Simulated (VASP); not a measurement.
Li2WO3, 6 atoms in the cell. Symmetry: P6/mmm, No. 191, hexagonal system. The conventional cell has a = 4.800 Å, b = 4.800 Å, c = 2.592 Å, α = 90.00°, β = 90.00°, γ = 120.00°. Li (site symmetry -6m2) has 6 O at 1.90 Å within 2.5 Å. W (site symmetry 6/mmm) has 2 W at 2.59 Å and 12 O at 2.73 Å and 6 Li at 2.77 Å within 3.4 Å. Within 2.5 Å of O (site symmetry mmm) lie 4 Li at 1.90 Å and 4 O at 2.40 Å. 

| Item | Value |
| --- | --- |
| Program | VASP 6.6.1 |
| Task | single point |
| Functional | PBE |
| Potentials or basis | VASP PAW PBE potentials, release 64 (Li_sv, W_sv, O) |
| Cutoff | 520 eV |
| k mesh | 6 × 6 × 6 |
| Occupations | gaussian, width 0.1 eV |
| Spin | no spin polarisation |
| Dipole correction | no |
| Further INCAR settings | ALGO = Normal; EDIFF = 1e-07; NBANDS = 28 |

Potentials or basis: VASP PAW PBE potentials, release 64 (Li_sv, W_sv, O).

Launch:

```sh
$ cat potpaw_PBE.64/Li_sv/POTCAR potpaw_PBE.64/W_sv/POTCAR potpaw_PBE.64/O/POTCAR > POTCAR
$ mpirun -np 1 vasp_std > vasp.out
```

Hardware: 1 thread of Intel(R) Xeon(R) 6975P-C (Granite Rapids), with other jobs on the host.

Task: Estimate the wall time of this run.

Result: Run time: 19 s on 1 thread of Intel(R) Xeon(R) 6975P-C (Granite Rapids) (shared host), peak memory 0.18 GiB. Counts: scf iterations 19, k points 28.
